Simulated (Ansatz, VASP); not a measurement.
**Two plane-wave programs on O**

File INCAR:

```
ALGO = Normal
EDIFF = 1E-6
ENCUT = 520
GGA = CA
ISIF = 2
ISMEAR = -1
LASPH = True
LCHARG = False
LREAL = False
LWAVE = False
NBANDS = 13
NELM = 100
PREC = Accurate
SIGMA = 0.1
```

The input KPOINTS:

```
k-points
0
Gamma
  7 7 5
```

POSCAR

```
O
1.0
    2.8514030000     -1.6624160000      0.0000000000
    2.8514030000      1.6624160000      0.0000000000
   -2.3944910000      0.0000000000      3.6470500000
O
2
Direct
    0.0254540000      0.0254540000      0.1555740000
    0.9745460000      0.9745460000      0.8444260000
```

Input for Ansatz:

```yaml
crystal:
  lattice:
    - [2.851403, -1.662416, 0.0]
    - [2.851403, 1.662416, 0.0]
    - [-2.394491, 0.0, 3.64705]
  atoms:
    - { symbol: O, position: [0.025454000000000004, 0.025454000000000004, 0.155574] }
    - { symbol: O, position: [0.974546, 0.974546, 0.844426] }
basis:
  ecutwfc: 420.0
kpoints:
  mp_grid:
    grid: [7, 7, 5]
    shift: [0.0, 0.0, 0.0]
hamiltonian:
  xc: lda
  pseudopotentials:
    kind: paw
scf:
  convergence:
    dr2_threshold: 1.0e-08
  occupations:
    method: fermi_dirac
    width: 0.1
output:
  stress: true
```

Alike in both runs: task single point; functional LDA; k mesh 7 × 7 × 5; occupations fermi-dirac, width 0.1 eV; no spin polarisation.

|  | VASP | Ansatz |
| --- | --- | --- |
| version | VASP 6.6.1 | Ansatz 0.2.0 |
| potentials or method | VASP PAW LDA potentials, release 64 (O), cutoff 520 eV | plane waves, PAW |
| valence electrons in the cell | 12 | 12 |

Ansatz gave:

* pressure (GPa): -6.1
* traceless stress, the component that is largest in VASP (GPa): 3.08

Question: Which values does VASP return?

Answer: Pressure (GPa): -3.6; traceless stress, the component that is largest in VASP (GPa): 1.44.

LDA's correlation is that of Perdew and Zunger in VASP and of Perdew and Wang (1992) in Ansatz. Ansatz's warnings: stress scf threshold loose.

Noted on VASP's run: the standard files for N, O and F lose accuracy on very short bonds; spin is off for a triplet molecule.
